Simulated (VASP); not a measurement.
# AlOs (Pm-3m) in VASP: a series of runs, part 2 of 2

VASP 6.6.1. Earlier steps stand in the parts before.

### Step 4. Relaxation of cell and atoms, LDA, target pressure 2 GPa, at which the enthalpy is minimised

Input file INCAR:

```
SYSTEM = AlOs
PREC     = Accurate       ! precision mode
ENCUT    = 600            ! plane-wave cutoff, eV
EDIFF    = 1E-7           ! SCF threshold, eV
ISMEAR   = 1              ! smearing method
SIGMA    = 0.15           ! smearing width, eV
LREAL    = .False.        ! projectors in reciprocal space
LASPH    = .True.         ! aspherical terms in the spheres
NELM     = 120            ! most SCF steps
ALGO     = Normal         ! electronic algorithm
ISIF     = 3              ! what is computed and relaxed
LWAVE    = .False.        ! write WAVECAR
LCHARG   = .False.        ! write CHGCAR
IBRION   = 2              ! ionic algorithm
NSW      = 80             ! ionic steps
EDIFFG   = -0.005         ! ionic threshold
PSTRESS  = 20.0         
GGA_COMPAT= .False.      
NELMIN   = 4
```

Input file KPOINTS:

```
regular mesh
0
Gamma
  10 10 10
  0 0 0
```

Input file POSCAR:

```
AlOs
1.0
    2.9979119800      0.0000000000      0.0000000000
    0.0000000000      2.9979119800      0.0000000000
    0.0000000000      0.0000000000      2.9979119800
Al Os
1 1
Direct
    0.0000000000      0.0000000000      0.0000000000
    0.5000000000      0.5000000000      0.5000000000
```

Started as:

```console
cat potpaw_LDA.64/Al/POTCAR potpaw_LDA.64/Os/POTCAR > POTCAR
mpirun -np 1 vasp_std > vasp.out
```

Run time: 40 s. Hardware: 1 thread of Intel Xeon Platinum 8259CL at 2.50GHz (Skylake/Cascade Lake), shared host; peak memory 0.15 GiB.

Results (log left out):

```yaml
Free_energy: -17.6588 eV
Relaxed_volume: 13.09 Å³/atom
Relaxed_cell: a = 2.969 Å, b = 2.969 Å, c = 2.969 Å, α = 90.00°, β = 90.00°, γ = 90.00°
Space_group_after_relaxing_to_0.05_Å: Pm-3m (No. 221)
Energy_change_on_relaxing_the_enthalpy_is_what_falls: -4.4 meV/atom
Ionic_steps: 4
Pressure_after_relaxing: 2.0 GPa
```

Step by step:
| step | energy change (eV) | largest force (eV/Å) | pressure (GPa) | volume (Å³) |
| --- | --- | --- | --- | --- |
| 1 | 0.0000 | 0.0000 | -5.45 | 26.94 |
| 2 | 0.1058 | 0.0000 | 22.00 | 24.57 |
| 3 | -0.0089 | 0.0000 | 1.82 | 26.19 |
| 4 | -0.0088 | 0.0000 | 1.98 | 26.18 |

Final structure:
```
Al Os
1.0
     2.96925    0.00000    0.00000
     0.00000    2.96925    0.00000
     0.00000    0.00000    2.96925
Al Os
1 1
Direct
  0.00000 0.00000 0.00000
  0.50000 0.50000 0.50000
```

Levels at points of the mesh, in eV from the Fermi level:
| k point | band 4 | band 5 | band 6 | band 7 | band 8 | band 9 |
| --- | --- | --- | --- | --- | --- | --- |
| (0.00, 0.00, 0.00) | 0.39 | 0.39 | 0.39 | 5.70 | 5.70 | 5.70 |
| (0.50, 0.00, 0.00) | -1.94 | -1.94 | 0.75 | 2.65 | 7.08 | 10.67 |
| (0.50, 0.50, 0.00) | -1.86 | -1.40 | -1.40 | 2.20 | 4.59 | 7.55 |
| (0.50, 0.50, 0.50) | 2.28 | 2.34 | 2.34 | 3.62 | 3.62 | 3.62 |

Caveat: the cell is relaxed towards a set pressure, so the enthalpy falls and the energy may rise; spin-orbit coupling is left out, which moves the levels of the heavy elements.

### Step 5. Relaxation of cell and atoms, LDA, target pressure 5 GPa, at which the enthalpy is minimised

Input file INCAR:

```
SYSTEM = AlOs
ALGO = Normal
EDIFF = 1E-7
EDIFFG = -0.005
ENCUT = 600
GGA_COMPAT = .FALSE.
IBRION = 2
ISIF = 3
ISMEAR = 1
LASPH = .TRUE.
LCHARG = .FALSE.
LREAL = .FALSE.
LWAVE = .FALSE.
NELM = 120
NELMIN = 4
NSW = 80
PREC = Accurate
PSTRESS = 50.0
SIGMA = 0.15
```

Input file KPOINTS:

```
k-points
0
G
  10 10 10
  0 0 0
```

POSCAR is that of step 4.

Potentials or basis: VASP PAW LDA potentials, release 64 (Al, Os).

Started as:

```console
cat potpaw_LDA.64/Al/POTCAR potpaw_LDA.64/Os/POTCAR > POTCAR
mpirun -np 1 vasp_std > vasp.out
```

OUTCAR:

```text
SYSTEM = AlOs
   EDIFF = 1E-7
   EDIFFG = -0.005
   ENCUT = 600
   IBRION = 2
   ISIF = 3
   ISMEAR = 1
   LASPH = .TRUE.
   LREAL = .FALSE.
   NELM = 120
   NELMIN = 4
   NSW = 80
   PREC = Accurate
   PSTRESS = 50.0

 ion  position               nearest neighbor table
   1  0.000  0.000  0.000-   2 2.60   2 2.60   2 2.60   2 2.60   2 2.60   2 2.60   2 2.60   2 2.60

   2  0.500  0.500  0.500-   1 2.60   1 2.60   1 2.60   1 2.60   1 2.60   1 2.60   1 2.60   1 2.60

  LATTYP: Found a simple cubic cell.
 ALAT       =     2.9979119800

  Lattice vectors:

 A1 = (   2.9979119800,   0.0000000000,   0.0000000000)
 A2 = (   0.0000000000,   2.9979119800,   0.0000000000)
 A3 = (   0.0000000000,   0.0000000000,   2.9979119800)

Analysis of symmetry for initial positions (statically):
=====================================================================
 Subroutine PRICEL returns:
 Original cell was already a primitive cell.

 Routine SETGRP: Setting up the symmetry group for a
 simple cubic supercell.

 Subroutine GETGRP returns: Found 48 space group operations
 (whereof 48 operations were pure point group operations)
 out of a pool of 48 trial point group operations.

The static configuration has the point symmetry O_h .

Analysis of symmetry for dynamics (positions and initial velocities):
=====================================================================
 Subroutine PRICEL returns:
 Original cell was already a primitive cell.

 Routine SETGRP: Setting up the symmetry group for a
 simple cubic supercell.

 Subroutine GETGRP returns: Found 48 space group operations
 (whereof 48 operations were pure point group operations)
 out of a pool of 48 trial point group operations.

The dynamic configuration has the point symmetry O_h .

 Subroutine INISYM returns: Found 48 space group operations
 (whereof 48 operations are pure point group operations),
 and found     1 'primitive' translations

----------------------------------------------------------------------------------------

                                     Primitive cell

  volume of cell :      26.9437

  direct lattice vectors                    reciprocal lattice vectors
     2.997911980  0.000000000  0.000000000     0.333565497  0.000000000  0.000000000
     0.000000000  2.997911980  0.000000000     0.000000000  0.333565497  0.000000000
     0.000000000  0.000000000  2.997911980     0.000000000  0.000000000  0.333565497

  length of vectors
     2.997911980  2.997911980  2.997911980     0.333565497  0.333565497  0.333565497

  position of ions in fractional coordinates (direct lattice)
     0.000000000  0.000000000  0.000000000
     0.500000000  0.500000000  0.500000000

  ion indices of the primitive-cell ions
   primitive index   ion index
                 1           1
                 2           2

----------------------------------------------------------------------------------------

 KPOINTS: k-points

Automatic generation of k-mesh.
 Grid dimensions read from file:
 generate k-points for:   10   10   10

 Generating k-lattice:

[... 19 lines left out ...]
  0.100000  0.000000  0.000000      6.000000
  0.200000  0.000000  0.000000      6.000000
  0.300000  0.000000  0.000000      6.000000
  0.400000  0.000000  0.000000      6.000000
  0.500000  0.000000  0.000000      3.000000
[... 16 lines left out ...]
  0.200000  0.100000  0.100000     24.000000
  0.300000  0.100000  0.100000     24.000000
 [... further k-points ...]
   k-points           NKPTS =     56   k-points in BZ     NKDIM =     56   number of bands    NBANDS=      9
   number of dos      NEDOS =    301   number of ions     NIONS =      2
   total plane-waves  NPLWV =  13824
   dimension x,y,z NGX =    24 NGY =   24 NGZ =   24
   dimension x,y,z NGXF=    48 NGYF=   48 NGZF=   48
   ions per type =               1   1
   NGX,Y,Z   is equivalent  to a cutoff of  13.31, 13.31, 13.31 a.u.
   NGXF,Y,Z  is equivalent  to a cutoff of  26.62, 26.62, 26.62 a.u.
 SYSTEM =  AlOs
   PREC   = accura    normal or accurate (medium, high low for compatibility)
   ISTART =      0    job   : 0-new  1-cont  2-samecut
   ICHARG =      2    charge: 1-file 2-atom 10-const
   ISPIN  =      1    spin polarized calculation?
   LNONCOLLINEAR =      F non collinear calculations
   LSORBIT =      F    spin-orbit coupling
   LASPH  =      T    aspherical Exc in radial PAW
   ENCUT  =  600.0 eV  44.10 Ry    6.64 a.u.   5.99  5.99  5.99*2*pi/ulx,y,z
   NELM   =    120;   NELMIN=  4; NELMDL= -5     # of ELM steps
   EDIFF  = 0.1E-06   stopping-criterion for ELM
   LREAL  =      F    real-space projection
   EDIFFG = -.5E-02   stopping-criterion for IOM
   NSW    =     80    number of steps for IOM
   IBRION =      2    ionic relax: 0-MD 1-quasi-New 2-CG
   NFREE  =      1    steps in history (QN), initial steepest desc. (CG)
   ISIF   =      3    stress and relaxation
   ISYM   =      2    0-nonsym 1-usesym 2-fastsym
   POTIM  = 0.5000    time-step for ionic-motion
   TEBEG  =    0.0;   TEEND  =   0.0 temperature during run
   PSTRESS=   50.0 pullay stress
   NELECT =      11.0000    total number of electrons
   NUPDOWN=      -1.0000    fix difference up-down
   EMIN   =  10.00;   EMAX   =-10.00  energy-range for DOS
   EFERMI =   0.00;   METHOD = LEGACY
   ISMEAR =     1;   SIGMA  =   0.15  broadening in eV -4-tet -1-fermi 0-gaus
   EFERMI_NEDOS =   21; number of points for ismear=-14 and -15
   IALGO  =     38    algorithm
   IMIX   =      4    mixing-type and parameters
     AMIX     =   0.40;   BMIX     =  1.00
     AMIX_MAG =   1.60;   BMIX_MAG =  1.00
  volume/ion in A,a.u.               =      13.47        90.91
  Fermi-wavevector in a.u.,A,eV,Ry     =   1.214470  2.295016 20.067747  1.474938
  Thomas-Fermi vector in A             =   2.349889
   LORBIT       =      0    0 simple, 1 ext, 2 COOP (PROOUT), +10 PAW based schemes
   GGA     = CA    functional components
   LHFCALC =     F    Hartree Fock is set to
   AEXX    =    0.0000 exact exchange contribution
   IVDW    =     0    specifies the selected vdW correction
   LEPSILON=     F    determine dielectric tensor
   LRPA    =     F    only Hartree local field effects (RPA)
 conjugate gradient relaxation of ions
 non-spin polarized calculation
 Methfessel and Paxton  Order N= 1 SIGMA  =   0.15
  energy-cutoff  :      600.00
  volume of cell :       26.94
 maximum number of plane-waves:       916
 NGX is ok and might be reduce to    24
   NGX = 11   NGY = 11   NGZ = 11

--------------------------------------- Ionic step        1  -------------------------------------------

 number of electron      11.0000001 magnetization

 Free energy of the ion-electron system (eV)
  ---------------------------------------------------
  ext. energy  EPLUGINS =         0.00000000
  ---------------------------------------------------
  free energy    TOTEN  =       -17.65005481 eV

  energy without entropy =      -17.64984288  energy(sigma->0) =      -17.64998417

------------------------ aborting loop because EDIFF is reached ----------------------------------------

  FORCE on cell =-STRESS in cart. coord.  units (eV):
  Direction    XX          YY          ZZ          XY          YZ          ZX
  --------------------------------------------------------------------------------------
  -------------------------------------------------------------------------------------
  Total       -0.9169914     -0.9169914     -0.9169914     -0.0000000      0.0000000      0.0000000
  in kB      -54.5279535    -54.5279535    -54.5279535     -0.0000000      0.0000000      0.0000000
  external PRESSURE =    -104.5279535 kB  Pullay stress =      50.0000000 kB
[... 25 lines left out ...]
--------------------------------------- Ionic step        2  -------------------------------------------

 number of electron      11.0000000 magnetization

 E-fermi :  10.6624     XC(G=0): -13.4357

 val. band max:       10.6188972264   @ k =   0.4000   0.4000   0.2000
 cond. band min:      10.6714285438   @ k =   0.5000   0.4000   0.2000
 fundamental gap:      0.0525313174
 Fermi energy:        10.6623944366

 k-point     1 :       0.0000    0.0000    0.0000
  band No.  band energies     occupation
      1      -1.2387      2.00000
      2       5.5532      2.00000
      3       5.5532      2.00000
      4      11.1230     -0.00012
      5      11.1230     -0.00012
      6      11.1230     -0.00012
      7      16.8295      0.00000
      8      16.8295      0.00000
      9      16.8295      0.00000
[... 351 lines left out ...]
--------------------------------------- Ionic step        4  -------------------------------------------

 number of electron      11.0000001 magnetization

 Free energy of the ion-electron system (eV)
  ---------------------------------------------------
  ext. energy  EPLUGINS =         0.00000000
  ---------------------------------------------------
  free energy    TOTEN  =       -17.65288486 eV

  energy without entropy =      -17.65267611  energy(sigma->0) =      -17.65281528

 E-fermi :   9.4023     XC(G=0): -12.9762

 val. band max:        9.3725214889   @ k =   0.4000   0.4000   0.2000
 cond. band min:       9.4090384592   @ k =   0.1000   0.1000   0.0000
 fundamental gap:      0.0365169704
 Fermi energy:         9.4022599352

 k-point     1 :       0.0000    0.0000    0.0000
  band No.  band energies     occupation
      1      -1.7920      2.00000
      2       4.9366      2.00000
      3       4.9366      2.00000
      4       9.8002     -0.00114
      5       9.8002     -0.00114
      6       9.8002     -0.00114
      7      15.1512      0.00000
      8      15.1512      0.00000
      9      15.1512      0.00000
[... 309 lines left out ...]
  energy  without entropy=      -17.6526761127  energy(sigma->0) =      -17.65281528

  enthalpy is  TOTEN    =       -16.8445024708 eV   P V=        0.8083823936

 reached required accuracy - stopping structural energy minimisation
```

CONTCAR:

```text
AlOs
   1.00000000000000
     2.9588240588541375   -0.0000000000000000    0.0000000000000000
    -0.0000000000000000    2.9588240588541375   -0.0000000000000000
    -0.0000000000000000    0.0000000000000000    2.9588240588541375
  Al              Os
     1     1
Direct
     0.0000000000000000    0.0000000000000000    0.0000000000000000
     0.5000000000000000    0.5000000000000000    0.5000000000000000

  0.00000000E+00  0.00000000E+00  0.00000000E+00
  0.00000000E+00  0.00000000E+00  0.00000000E+00
```

Wall time 46 s (1 thread of Intel Xeon Platinum 8259CL at 2.50GHz (Skylake/Cascade Lake), shared host); peak memory 0.15 GiB.

What came out:

| Item | Value |
| --- | --- |
| Free energy | -17.6529 eV |
| Relaxed volume | 12.95 Å³/atom |
| Relaxed cell | a = 2.959 Å, b = 2.959 Å, c = 2.959 Å, α = 90.00°, β = 90.00°, γ = 90.00° |
| Space group after relaxing (to 0.05 Å) | Pm-3m (No. 221) |
| Energy change on relaxing (the enthalpy is what falls) | -1.4 meV/atom |
| Ionic steps | 4 |
| Pressure after relaxing | 5.0 GPa |

Step by step:
| step | energy change (eV) | largest force (eV/Å) | pressure (GPa) | volume (Å³) |
| --- | --- | --- | --- | --- |
| 1 | 0.0000 | 0.0000 | -5.45 | 26.94 |
| 2 | 0.2720 | 0.0000 | 36.75 | 23.66 |
| 3 | -0.0037 | 0.0000 | 4.63 | 25.93 |
| 4 | -0.0028 | 0.0000 | 4.96 | 25.90 |

Final structure:
```yaml
crystal:
  lattice:
    - [2.95882, 0.00000, 0.00000]
    - [0.00000, 2.95882, 0.00000]
    - [0.00000, 0.00000, 2.95882]
  atoms:
    - { symbol: Al, position: [0.00000, 0.00000, 0.00000] }
    - { symbol: Os, position: [0.50000, 0.50000, 0.50000] }
```

Caveat: the cell is relaxed towards a set pressure, so the enthalpy falls and the energy may rise; spin-orbit coupling is left out, which moves the levels of the heavy elements.

### Step 6. Relaxation of cell and atoms, LDA, target pressure 10 GPa, at which the enthalpy is minimised

Input file INCAR:

```
  PREC = Accurate
  ENCUT = 600
  EDIFF = 1E-7
  ISMEAR = 1
  SIGMA = 0.15
  LREAL = F
  LASPH = T
  NELM = 120
  ALGO = Normal
  ISIF = 3
  LWAVE = F
  LCHARG = F
  GGA = CA
  IBRION = 2
  NSW = 80
  EDIFFG = -0.005
  PSTRESS = 100.0
  GGA_COMPAT = F
  NELMIN = 4
```

Input file KPOINTS:

```
Automatic mesh
0
Gamma
  10 10 10
```

POSCAR is that of step 5.

Potentials or basis: VASP PAW LDA potentials, release 64 (Al, Os).

Started as:

```console
cat potpaw_LDA.64/Al/POTCAR potpaw_LDA.64/Os/POTCAR > POTCAR
mpirun -np 1 vasp_std > vasp.out
```

It took 52 s on 1 thread of Intel Xeon Platinum 8259CL at 2.50GHz (Skylake/Cascade Lake), shared host; peak memory 0.15 GiB.

Results (log left out):

```yaml
Free_energy: -17.6328 eV
Relaxed_volume: 12.74 Å³/atom
Relaxed_cell: a = 2.942 Å, b = 2.942 Å, c = 2.942 Å, α = 90.00°, β = 90.00°, γ = 90.00°
Space_group_after_relaxing_to_0.05_Å: Pm-3m (No. 221)
Energy_change_on_relaxing_the_enthalpy_is_what_falls: +8.6 meV/atom
Ionic_steps: 7
Pressure_after_relaxing: 10.0 GPa
```

Step by step:
```csv
step,energy change (eV),largest force (eV/Å),pressure (GPa),volume (Å³)
1,0.0000,0.0000,-5.45,26.94
2,0.7431,0.0000,67.40,22.19
3,0.0129,0.0000,9.10,25.54
4,0.0165,0.0000,9.85,25.48
5,0.0183,0.0000,10.20,25.45
6,0.0152,0.0000,9.58,25.50
7,0.0173,0.0000,10.00,25.47
```

Final structure:
```xyz
2
Lattice="2.9422 0.0000 0.0000 0.0000 2.9422 0.0000 0.0000 0.0000 2.9422" Properties=species:S:1:pos:R:3 pbc="T T T"
Al    0.0000    0.0000    0.0000
Os    1.4711    1.4711    1.4711
```

Levels at points of the mesh, in eV from the Fermi level:
```csv
k point,band 3,band 4,band 5,band 6,band 7,band 8,band 9
"(0.00, 0.00, 0.00)",-4.58,0.41,0.41,0.41,5.82,5.82,5.82
"(0.50, 0.00, 0.00)",-3.62,-2.01,-2.01,0.79,2.78,7.03,10.81
"(0.50, 0.50, 0.00)",-1.89,-1.89,-1.46,-1.46,2.31,4.79,7.89
"(0.50, 0.50, 0.50)",-5.62,2.43,2.45,2.45,3.67,3.67,3.67
```

Caveat: the cell is relaxed towards a set pressure, so the enthalpy falls and the energy may rise; spin-orbit coupling is left out, which moves the levels of the heavy elements.

### Step 7. Overview

```csv
cell,gap on the mesh (eV),pressure (GPa)
relaxed to -2 GPa,none,-2.0
relaxed,none,0.0
relaxed to 2 GPa,none,2.0
relaxed to 5 GPa,none,5.0
relaxed to 10 GPa,none,10.0
```

Alike in all rows: task relaxation of cell and atoms; level LDA; potentials or basis VASP PAW LDA potentials, release 64 (Al, Os); no spin polarisation; k mesh 10 × 10 × 10; cutoff (eV) 600; smearing methfessel-paxton 0.15 eV.

Caveats: spin-orbit coupling is left out, which moves the levels of the heavy elements; the cell is relaxed towards a set pressure, so the enthalpy falls and the energy may rise (some runs).

Total energies depend on the potentials used, so only differences within one code and one set of settings carry meaning.
